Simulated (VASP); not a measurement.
Runs of VASP 6.6.1 on Cs. The structure is that of space group P6/mmm (No. 191), or close to it. The cells are those of the table. This isn't the form of Cs at room conditions, which is bcc.

```csv
cell,k mesh,gap on the mesh (eV),pressure (GPa)
"a = 8.783, b = 8.783, c = 5.277 Å, angles 90.0, 90.0, 120.0°, 3 atoms",5 × 5 × 6,none,0.0
"a = 8.783, b = 8.783, c = 5.277 Å, angles 90.0, 90.0, 120.0°, 3 atoms",6 × 6 × 8,none,0.0
"a = 9.012, b = 9.012, c = 5.414 Å, angles 90.0, 90.0, 120.0°, 3 atoms",6 × 6 × 8,none,-0.1
"a = 8.543, b = 8.543, c = 5.132 Å, angles 90.0, 90.0, 120.0°, 3 atoms",6 × 6 × 8,none,(a)
"a = 8.899, b = 8.899, c = 5.346 Å, angles 90.0, 90.0, 120.0°, 3 atoms",6 × 6 × 8,none,-0.1
"a = 8.665, b = 8.665, c = 5.206 Å, angles 90.0, 90.0, 120.0°, 3 atoms",6 × 6 × 8,none,0.1
"a = 9.121, b = 9.121, c = 5.480 Å, angles 90.0, 90.0, 120.0°, 3 atoms",6 × 6 × 8,none,-0.2
"a = 8.417, b = 8.417, c = 5.057 Å, angles 90.0, 90.0, 120.0°, 3 atoms",6 × 6 × 8,none,0.3
```

Alike in all rows: task single point; level PBE; potentials or basis VASP PAW PBE potentials, release 64 (Cs_sv); no spin polarisation; cutoff (eV) 520; smearing fermi-dirac 0.1 eV.

Problem. Fill in the values left out.

Solution. (a) 0.2.

Caveats: spin-orbit coupling is left out, which moves the levels of the heavy elements.

A k mesh can miss the band edges, and the runs leave out spin-orbit coupling on Cs.

A gap of «none» marks levels without a gap at the run's occupations.
